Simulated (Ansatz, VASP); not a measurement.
# SrRe3 in VASP and in Ansatz

```
Sr Re
1.0
     5.13418    0.00000    0.00000
    -2.56709    4.44633    0.00000
     0.00000    0.00000    3.37666
Sr Re
1 3
Direct
  0.00000 0.00000 0.00000
  0.48709 0.00000 0.00000
  0.00000 0.48709 0.00000
  0.51291 0.51291 0.00000
```

Alike in both runs: task relaxation of cell and atoms; functional PBE; k mesh 6 × 6 × 6; occupations gaussian, width 0.1 eV; no spin polarisation.

|  | VASP | Ansatz |
| --- | --- | --- |
| version | VASP 6.6.1 | Ansatz 0.2.0 |
| potentials or method | VASP PAW PBE potentials, release 64 (Sr_sv, Re), cutoff 600 eV | scalar-relativistic, plane waves, PAW |
| valence electrons in the cell | 31 | 55 |

```tsv
	VASP	Ansatz	Ansatz less VASP
gap on the k mesh at the Fermi level, each at its own relaxed structure (eV)	none	none	-
relaxed volume (Å³/atom)	18.75	18.73	-0.021
relaxed cell length with the largest relative difference (Å)	5.857	5.852	-0.0053
```

A gap of «none» marks a metal or a gap that the smearing closes. VASP's potentials hold 31 valence electrons a cell and Ansatz's 55, so a difference there can come from the potentials and not from the codes.

Spin-orbit coupling is off throughout.
